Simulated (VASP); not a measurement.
Wanted: the native input for a VASP 6.6.1 run.

* Task: single point
* Functional: LDA
* Potentials or basis: VASP PAW LDA potentials, release 64 (In_d, O)
* Cutoff: 520 eV
* k mesh: 6 × 6 × 6
* Occupations: gaussian, width 0.02 eV
* Spin: no spin polarisation
* Dipole correction: no
* Further INCAR settings: ALGO = Normal; EDIFF = 1e-06; NBANDS = 55

The structure of In2O3 lies in POSCAR:

```
In2O3
1.0
    2.7718374396      1.6003210919      4.9292409932
   -2.7718374396      1.6003210919      4.9292409932
    0.0000000000     -3.2006421837      4.9292409932
In O
4 6
Direct
    0.3562845343      0.3562845343      0.3562845343
    0.1437154657      0.1437154657      0.1437154657
    0.6437154657      0.6437154657      0.6437154657
    0.8562845343      0.8562845343      0.8562845343
    0.5462556065      0.9537443935      0.2500000000
    0.2500000000      0.5462556065      0.9537443935
    0.9537443935      0.2500000000      0.5462556065
    0.4537443935      0.0462556065      0.7500000000
    0.7500000000      0.4537443935      0.0462556065
    0.0462556065      0.7500000000      0.4537443935
```

The input as run:

INCAR

```
SYSTEM = In2O3
ALGO = Normal
EDIFF = 1E-6
ENCUT = 520
GGA = CA
ISIF = 2
ISMEAR = 0
LASPH = .TRUE.
LCHARG = .TRUE.
LELF = .TRUE.
LREAL = .FALSE.
LVHAR = .TRUE.
LWAVE = .FALSE.
NBANDS = 55
NELM = 100
PREC = Accurate
SIGMA = 0.02
```

KPOINTS

```
k-points
0
G
  6 6 6
  0 0 0
```

Potentials or basis: VASP PAW LDA potentials, release 64 (In_d, O).

Launch:

```bash
$ cat potpaw_LDA.64/In_d/POTCAR potpaw_LDA.64/O/POTCAR > POTCAR
$ mpirun -np 1 vasp_std > vasp.out
```

It gave:

```json
{
 "Pressure": "-8.6 GPa",
 "Largest force": "0.006 eV/Å",
 "Band gap on the k mesh": "0.94 eV (least direct gap 1.00 eV)"
}
```

Caveat: the cell stands under tension; spin-orbit coupling is left out, which moves the levels of the heavy elements.

It took 4.8 min on 1 thread of Intel(R) Xeon(R) Platinum 8559C (Emerald Rapids), with other jobs on the host, peak memory 0.35 GiB.
